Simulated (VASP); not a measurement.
# TiTe2 (Fm-3m) in VASP: notebook

TiTe2 is run at these levels: PBE; tasks: single point.

All numbers are computed with VASP 6.6.1; they aren't measurements. Logs are shortened: lines on timing, memory, paths and dates and some standing lists are left out, and cuts for length are marked.

### Step 1. The cell of the first run

It takes space group Fm-3m (No. 225, cubic). The conventional cell has a = 6.939 Å, b = 6.939 Å, c = 6.939 Å, α = 90.00°, β = 90.00°, γ = 90.00°. Within 4.0 Å of Ti (site symmetry m-3m) lie 8 Te at 3.00 Å. Te (site symmetry -43m) has 4 Ti at 3.00 Å and 6 Te at 3.47 Å within 4.0 Å.

### Step 2. Single point, PBE (volume changed by +3%)

INCAR reads:

```
SYSTEM = TiTe2
  ALGO = Normal
  EDIFF = 1E-7
  ENCUT = 520
  GGA = PE
  ISIF = 2
  ISMEAR = -1
  LASPH = .TRUE.
  LCHARG = .FALSE.
  LREAL = .FALSE.
  LWAVE = .FALSE.
  NBANDS = 19
  NELM = 80
  PREC = Accurate
  SIGMA = 0.02
```

KPOINTS reads:

```
k-points
0
G
  6 6 6
  0 0 0
```

POSCAR reads:

```
TiTe2
1.0
    0.0000000000      3.4696748711      3.4696748711
    3.4696748711      0.0000000000      3.4696748711
    3.4696748711      3.4696748711      0.0000000000
Ti Te
1 2
Direct
    0.0000000000      0.0000000000      0.0000000000
    0.2500000000      0.2500000000      0.2500000000
    0.7500000000      0.7500000000      0.7500000000
```

Potentials or basis: VASP PAW PBE potentials, release 64 (Ti_sv, Te).

The run is started by

```console
$ cat potpaw_PBE.64/Ti_sv/POTCAR potpaw_PBE.64/Te/POTCAR > POTCAR
$ mpirun -np 1 vasp_std > vasp.out
```

OUTCAR:

```text
SYSTEM = TiTe2
   EDIFF = 1E-7
   ENCUT = 520
   GGA = PE
   ISIF = 2
   ISMEAR = -1
   LASPH = .TRUE.
   LREAL = .FALSE.
   NELM = 80
   PREC = Accurate

 ion  position               nearest neighbor table
   1  0.000  0.000  0.000-   3 3.00   3 3.00   3 3.00   2 3.00   3 3.00   2 3.00   2 3.00   2 3.00

   2  0.250  0.250  0.250-   1 3.00   1 3.00   1 3.00   1 3.00   3 3.47   3 3.47   3 3.47   3 3.47
                             3 3.47   3 3.47
   3  0.750  0.750  0.750-   1 3.00   1 3.00   1 3.00   1 3.00   2 3.47   2 3.47   2 3.47   2 3.47
                             2 3.47   2 3.47

  LATTYP: Found a face centered cubic cell.
 ALAT       =     6.9393497422

  Lattice vectors:

 A1 = (   0.0000000000,   3.4696748711,   3.4696748711)
 A2 = (   3.4696748711,   0.0000000000,   3.4696748711)
 A3 = (   3.4696748711,   3.4696748711,   0.0000000000)

Analysis of symmetry for initial positions (statically):
=====================================================================
 Subroutine PRICEL returns:
 Original cell was already a primitive cell.

 Routine SETGRP: Setting up the symmetry group for a
 face centered cubic supercell.

 Subroutine GETGRP returns: Found 48 space group operations
 (whereof 48 operations were pure point group operations)
 out of a pool of 48 trial point group operations.

The static configuration has the point symmetry O_h .

Analysis of symmetry for dynamics (positions and initial velocities):
=====================================================================
 Subroutine PRICEL returns:
 Original cell was already a primitive cell.

 Routine SETGRP: Setting up the symmetry group for a
 face centered cubic supercell.

 Subroutine GETGRP returns: Found 48 space group operations
 (whereof 48 operations were pure point group operations)
 out of a pool of 48 trial point group operations.

The dynamic configuration has the point symmetry O_h .

 Subroutine INISYM returns: Found 48 space group operations
 (whereof 48 operations are pure point group operations),
 and found     1 'primitive' translations

----------------------------------------------------------------------------------------

                                     Primitive cell

  volume of cell :      83.5404

  direct lattice vectors                    reciprocal lattice vectors
     0.000000000  3.469674871  3.469674871    -0.144105721  0.144105721  0.144105721
     3.469674871  0.000000000  3.469674871     0.144105721 -0.144105721  0.144105721
     3.469674871  3.469674871  0.000000000     0.144105721  0.144105721 -0.144105721

  length of vectors
     4.906861260  4.906861260  4.906861260     0.249598431  0.249598431  0.249598431

  position of ions in fractional coordinates (direct lattice)
     0.000000000  0.000000000  0.000000000
     0.250000000  0.250000000  0.250000000
     0.750000000  0.750000000  0.750000000

  ion indices of the primitive-cell ions
   primitive index   ion index
                 1           1
                 2           2
                 3           3

----------------------------------------------------------------------------------------

 KPOINTS: k-points

Automatic generation of k-mesh.
 Grid dimensions read from file:
 generate k-points for:    6    6    6

 Generating k-lattice:

  Cartesian coordinates                     Fractional coordinates (reciprocal lattice)
    -0.024017620  0.024017620  0.024017620     0.166666667  0.000000000  0.000000000
     0.024017620 -0.024017620  0.024017620     0.000000000  0.166666667  0.000000000
     0.024017620  0.024017620 -0.024017620     0.000000000  0.000000000  0.166666667

  Length of vectors
     0.041599738  0.041599738  0.041599738

  Shift w.r.t. Gamma in fractional coordinates (k-lattice)
     0.000000000  0.000000000  0.000000000

 Subroutine IBZKPT returns following result:
 ===========================================

 Found     16 irreducible k-points:

 Following reciprocal coordinates:
            Coordinates               Weight
  0.000000  0.000000  0.000000      1.000000
  0.166667  0.000000  0.000000      8.000000
  0.333333  0.000000  0.000000      8.000000
  0.500000  0.000000  0.000000      4.000000
  0.166667  0.166667  0.000000      6.000000
  0.333333  0.166667  0.000000     24.000000
[... 8 lines left out ...]
 -0.333333  0.333333  0.166667     24.000000
 -0.333333  0.500000  0.166667     12.000000
   k-points           NKPTS =     16   k-points in BZ     NKDIM =     16   number of bands    NBANDS=     19
   number of dos      NEDOS =    301   number of ions     NIONS =      3
   total plane-waves  NPLWV =  46656
   dimension x,y,z NGX =    36 NGY =   36 NGZ =   36
   dimension x,y,z NGXF=    72 NGYF=   72 NGZF=   72
   ions per type =               1   2
   NGX,Y,Z   is equivalent  to a cutoff of  12.20, 12.20, 12.20 a.u.
   NGXF,Y,Z  is equivalent  to a cutoff of  24.39, 24.39, 24.39 a.u.
 SYSTEM =  TiTe2
   PREC   = accura    normal or accurate (medium, high low for compatibility)
   ISTART =      0    job   : 0-new  1-cont  2-samecut
   ICHARG =      2    charge: 1-file 2-atom 10-const
   ISPIN  =      1    spin polarized calculation?
   LNONCOLLINEAR =      F non collinear calculations
   LSORBIT =      F    spin-orbit coupling
   LASPH  =      T    aspherical Exc in radial PAW
   ENCUT  =  520.0 eV  38.22 Ry    6.18 a.u.   9.12  9.12  9.12*2*pi/ulx,y,z
   NELM   =     80;   NELMIN=  2; NELMDL= -5     # of ELM steps
   EDIFF  = 0.1E-06   stopping-criterion for ELM
   LREAL  =      F    real-space projection
   EDIFFG = 0.1E-05   stopping-criterion for IOM
   NSW    =      0    number of steps for IOM
   IBRION =     -1    ionic relax: 0-MD 1-quasi-New 2-CG
   NFREE  =      0    steps in history (QN), initial steepest desc. (CG)
   ISIF   =      2    stress and relaxation
   ISYM   =      2    0-nonsym 1-usesym 2-fastsym
   POTIM  = 0.5000    time-step for ionic-motion
   TEBEG  =    0.0;   TEEND  =   0.0 temperature during run
   PSTRESS=    0.0 pullay stress
   NELECT =      24.0000    total number of electrons
   NUPDOWN=      -1.0000    fix difference up-down
   EMIN   =  10.00;   EMAX   =-10.00  energy-range for DOS
   EFERMI =   0.00;   METHOD = LEGACY
   ISMEAR =    -1;   SIGMA  =   0.02  broadening in eV -4-tet -1-fermi 0-gaus
   EFERMI_NEDOS =   21; number of points for ismear=-14 and -15
   IALGO  =     38    algorithm
   IMIX   =      4    mixing-type and parameters
     AMIX     =   0.40;   BMIX     =  1.00
     AMIX_MAG =   1.60;   BMIX_MAG =  1.00
  volume/ion in A,a.u.               =      27.85       187.92
  Fermi-wavevector in a.u.,A,eV,Ry     =   1.080222  2.041324 15.876369  1.166880
  Thomas-Fermi vector in A             =   2.216208
   LORBIT       =      0    0 simple, 1 ext, 2 COOP (PROOUT), +10 PAW based schemes
   GGA     = PE    functional components
   LHFCALC =     F    Hartree Fock is set to
   AEXX    =    0.0000 exact exchange contribution
   IVDW    =     0    specifies the selected vdW correction
   LEPSILON=     F    determine dielectric tensor
   LRPA    =     F    only Hartree local field effects (RPA)
 non-spin polarized calculation
  energy-cutoff  :      520.00
  volume of cell :       83.54
 maximum number of plane-waves:      2272
   NGX = 19   NGY = 19   NGZ = 19

 number of electron      23.9999993 magnetization

 Free energy of the ion-electron system (eV)
  ---------------------------------------------------
  ext. energy  EPLUGINS =         0.00000000
  ---------------------------------------------------
  free energy    TOTEN  =       -15.01620624 eV

  energy without entropy =      -15.00617215  energy(sigma->0) =      -15.01118920

 E-fermi :   7.0603     XC(G=0):  -9.6501

 val. band max:        7.0491209174   @ k =  -0.3333   0.3333   0.1667
 cond. band min:       7.0645706732   @ k =  -0.3333   0.5000   0.1667
 fundamental gap:      0.0154497558
 Fermi energy:         7.0602702761

 k-point     1 :       0.0000    0.0000    0.0000
  band No.  band energies     occupation
      1     -50.7820      2.00000
      2     -27.0287      2.00000
      3     -27.0287      2.00000
      4     -27.0287      2.00000
      5      -5.9790      2.00000
      6      -2.3804      2.00000
[... 11 lines left out ...]
     18      10.0440      0.00000
     19      10.0440      0.00000

 k-point     2 :       0.1667    0.0000    0.0000
  band No.  band energies     occupation
      1     -50.7820      2.00000
      2     -27.0296      2.00000
      3     -27.0288      2.00000
      4     -27.0288      2.00000
      5      -5.7859      2.00000
      6      -2.7417      2.00000
[... 11 lines left out ...]
     18      10.7523      0.00000
     19      10.7548      0.00000

 k-point     3 :       0.3333    0.0000    0.0000
  band No.  band energies     occupation
      1     -50.7819      2.00000
      2     -27.0313      2.00000
      3     -27.0291      2.00000
      4     -27.0291      2.00000
      5      -5.2424      2.00000
      6      -3.5439      2.00000
[... 11 lines left out ...]
     18      11.5163      0.00000
     19      12.1465      0.00000

 k-point     4 :       0.5000    0.0000    0.0000
  band No.  band energies     occupation
      1     -50.7819      2.00000
      2     -27.0321      2.00000
      3     -27.0292      2.00000
      4     -27.0292      2.00000
      5      -4.5175      2.00000
      6      -4.3713      2.00000
[... 11 lines left out ...]
     18      12.7793      0.00000
     19      12.8661      0.00000

 k-point     5 :       0.1667    0.1667    0.0000
  band No.  band energies     occupation
      1     -50.7820      2.00000
      2     -27.0296      2.00000
      3     -27.0290      2.00000
      4     -27.0290      2.00000
      5      -5.7264      2.00000
      6      -2.8040      2.00000
[... 11 lines left out ...]
     18       9.7778      0.00000
     19      11.5372      0.00000

 k-point     6 :       0.3333    0.1667    0.0000
  band No.  band energies     occupation
      1     -50.7819      2.00000
      2     -27.0308      2.00000
      3     -27.0293      2.00000
      4     -27.0293      2.00000
      5      -5.3180      2.00000
      6      -3.3440      2.00000
[... 11 lines left out ...]
     18      10.2663      0.00000
     19      12.5093      0.00000

 k-point     7 :       0.5000    0.1667    0.0000
  band No.  band energies     occupation
      1     -50.7819      2.00000
      2     -27.0318      2.00000
      3     -27.0297      2.00000
      4     -27.0294      2.00000
      5      -4.6574      2.00000
      6      -4.1016      2.00000
[... 11 lines left out ...]
     18      11.2196      0.00000
     19      13.1487      0.00000

 k-point     8 :      -0.3333    0.1667    0.0000
  band No.  band energies     occupation
      1     -50.7819      2.00000
      2     -27.0315      2.00000
      3     -27.0298      2.00000
      4     -27.0292      2.00000
      5      -4.8783      2.00000
      6      -3.8832      2.00000
[... 11 lines left out ...]
     18      11.4619      0.00000
     19      12.3686      0.00000

 k-point     9 :      -0.1667    0.1667    0.0000
  band No.  band energies     occupation
      1     -50.7819      2.00000
      2     -27.0304      2.00000
      3     -27.0294      2.00000
      4     -27.0289      2.00000
      5      -5.4813      2.00000
      6      -3.1811      2.00000
[... 11 lines left out ...]
     18      10.8409      0.00000
     19      11.1098      0.00000

 k-point    10 :       0.3333    0.3333    0.0000
  band No.  band energies     occupation
      1     -50.7819      2.00000
      2     -27.0314      2.00000
      3     -27.0296      2.00000
      4     -27.0296      2.00000
      5      -5.1021      2.00000
      6      -3.4276      2.00000
[... 11 lines left out ...]
     18       9.7956      0.00000
     19      12.5851      0.00000

 k-point    11 :       0.5000    0.3333    0.0000
  band No.  band energies     occupation
      1     -50.7819      2.00000
      2     -27.0318      2.00000
      3     -27.0301      2.00000
      4     -27.0297      2.00000
      5      -4.6997      2.00000
      6      -3.7967      2.00000
[... 11 lines left out ...]
     18      10.1536      0.00000
     19      13.5510      0.00000

 k-point    12 :      -0.3333    0.3333    0.0000
  band No.  band energies     occupation
      1     -50.7819      2.00000
      2     -27.0312      2.00000
      3     -27.0310      2.00000
      4     -27.0295      2.00000
      5      -4.3358      2.00000
      6      -4.2688      2.00000
[... 11 lines left out ...]
     18      11.0122      0.00000
     19      12.4006      0.00000

 k-point    13 :       0.5000    0.5000    0.0000
  band No.  band energies     occupation
      1     -50.7819      2.00000
      2     -27.0323      2.00000
      3     -27.0299      2.00000
      4     -27.0299      2.00000
      5      -4.6876      2.00000
      6      -3.6767      2.00000
[... 11 lines left out ...]
     18       9.9090      0.00000
     19      13.2033      0.00000

 k-point    14 :       0.5000    0.3333    0.1667
  band No.  band energies     occupation
      1     -50.7819      2.00000
      2     -27.0313      2.00000
      3     -27.0301      2.00000
      4     -27.0295      2.00000
      5      -4.8784      2.00000
      6      -3.7546      2.00000
[... 11 lines left out ...]
     18      10.5094      0.00000
     19      12.7349      0.00000

 k-point    15 :      -0.3333    0.3333    0.1667
  band No.  band energies     occupation
      1     -50.7819      2.00000
      2     -27.0314      2.00000
      3     -27.0306      2.00000
      4     -27.0296      2.00000
      5      -4.3229      2.00000
      6      -4.2824      2.00000
[... 11 lines left out ...]
     18      11.1662      0.00000
     19      11.8096      0.00000

 k-point    16 :      -0.3333    0.5000    0.1667
  band No.  band energies     occupation
      1     -50.7819      2.00000
      2     -27.0317      2.00000
      3     -27.0305      2.00000
      4     -27.0299      2.00000
      5      -4.4817      2.00000
      6      -3.9876      2.00000
[... 11 lines left out ...]
     18      10.4082      0.00000
     19      12.4347      0.00000

------------------------ aborting loop because EDIFF is reached ----------------------------------------

  FORCE on cell =-STRESS in cart. coord.  units (eV):
  Direction    XX          YY          ZZ          XY          YZ          ZX
  --------------------------------------------------------------------------------------
  -------------------------------------------------------------------------------------
  Total       -0.8463314     -0.8463314     -0.8463314     -0.0000000     -0.0000000      0.0000000
  in kB      -16.2313526    -16.2313526    -16.2313526     -0.0000000     -0.0000000      0.0000000
  external PRESSURE =     -16.2313526 kB  Pullay stress =       0.0000000 kB

 VOLUME and BASIS-vectors are now :
 -----------------------------------------------------------------------------
  energy-cutoff  :      520.00
  volume of cell :       83.54
      direct lattice vectors                 reciprocal lattice vectors
     0.000000000  3.469674871  3.469674871    -0.144105721  0.144105721  0.144105721
     3.469674871  0.000000000  3.469674871     0.144105721 -0.144105721  0.144105721
     3.469674871  3.469674871  0.000000000     0.144105721  0.144105721 -0.144105721

 POSITION                                       TOTAL-FORCE (eV/Angst)
 -----------------------------------------------------------------------------------
      0.00000      0.00000      0.00000         0.000000      0.000000      0.000000
      1.73484      1.73484      1.73484        -0.000000     -0.000000      0.000000
      5.20451      5.20451      5.20451         0.000000      0.000000     -0.000000
 -----------------------------------------------------------------------------------
    total drift:                               -0.000000      0.000000      0.000000

  FREE ENERGIE OF THE ION-ELECTRON SYSTEM (eV)
  ---------------------------------------------------
  free  energy   TOTEN  =       -15.0162062372 eV

  energy  without entropy=      -15.0061721546  energy(sigma->0) =      -15.01118920
```

Wall time 49 s (1 thread of Intel Xeon Platinum 8259CL at 2.50GHz (Skylake/Cascade Lake), shared host); peak memory 0.2 GiB.

What came out:

```
Free energy            : -15.0162 eV
Pressure               : -1.6 GPa
Band gap on the k mesh : zero (band 12 reaches 7.12 eV, above the bottom of band 13 at 6.87 eV)
```

Levels at points of the mesh, in eV from the Fermi level:
```tsv
k point	band 8	band 9	band 10	band 11	band 12	band 13	band 14	band 15	band 16	band 17
(0.00, 0.00, 0.00)	-4.15	-4.15	-0.29	-0.29	-0.29	-0.13	-0.13	2.02	2.02	2.02
(0.50, 0.00, 0.00)	-3.34	-3.20	-2.62	-2.62	-2.44	0.03	0.03	0.82	2.04	2.04
(0.50, 0.50, 0.00)	-4.49	-4.49	-1.15	-1.15	-0.42	0.25	0.83	1.65	2.56	2.56
```

Caveat: spin-orbit coupling is left out, which moves the levels of the heavy elements.

### Step 3. Single point, PBE (volume changed by +6%)

INCAR reads:

```
PREC = Accurate
ENCUT = 520
EDIFF = 1E-6
ISMEAR = -1
SIGMA = 0.02
LREAL = F
LASPH = T
NELM = 60
ALGO = Normal
ISIF = 2
LWAVE = F
LCHARG = F
GGA = PE
NBANDS = 19
```

KPOINTS reads:

```
Automatic mesh
0
Gamma
  6 6 6
```

POSCAR reads:

```
TiTe2
1.0
    0.0000000000      3.5030391762      3.5030391762
    3.5030391762      0.0000000000      3.5030391762
    3.5030391762      3.5030391762      0.0000000000
Ti Te
1 2
Direct
    0.0000000000      0.0000000000      0.0000000000
    0.2500000000      0.2500000000      0.2500000000
    0.7500000000      0.7500000000      0.7500000000
```

Potentials or basis: VASP PAW PBE potentials, release 64 (Ti_sv, Te).

The run is started by

```console
$ cat potpaw_PBE.64/Ti_sv/POTCAR potpaw_PBE.64/Te/POTCAR > POTCAR
$ mpirun -np 1 vasp_std > vasp.out
```

Wall time 70 s (1 thread of Intel Xeon Platinum 8259CL at 2.50GHz (Skylake/Cascade Lake), shared host); peak memory 0.23 GiB.

It converged, with:

| Item | Value |
| --- | --- |
| Free energy | -14.9810 eV |
| Pressure | -3.0 GPa |
| Band gap on the k mesh | zero (band 12 reaches 6.75 eV, above the bottom of band 13 at 6.55 eV) |

Levels at points of the mesh, in eV from the Fermi level:
| k point | band 9 | band 10 | band 11 | band 12 | band 13 | band 14 | band 15 | band 16 |
| --- | --- | --- | --- | --- | --- | --- | --- | --- |
| (0.00, 0.00, 0.00) | -4.01 | -0.29 | -0.29 | -0.29 | -0.11 | -0.11 | 1.92 | 1.92 |
| (0.50, 0.00, 0.00) | -3.14 | -2.53 | -2.53 | -2.38 | 0.04 | 0.04 | 0.75 | 1.95 |
| (0.50, 0.50, 0.00) | -4.34 | -1.12 | -1.12 | -0.37 | 0.24 | 0.76 | 1.57 | 2.45 |

Caveat: spin-orbit coupling is left out, which moves the levels of the heavy elements.
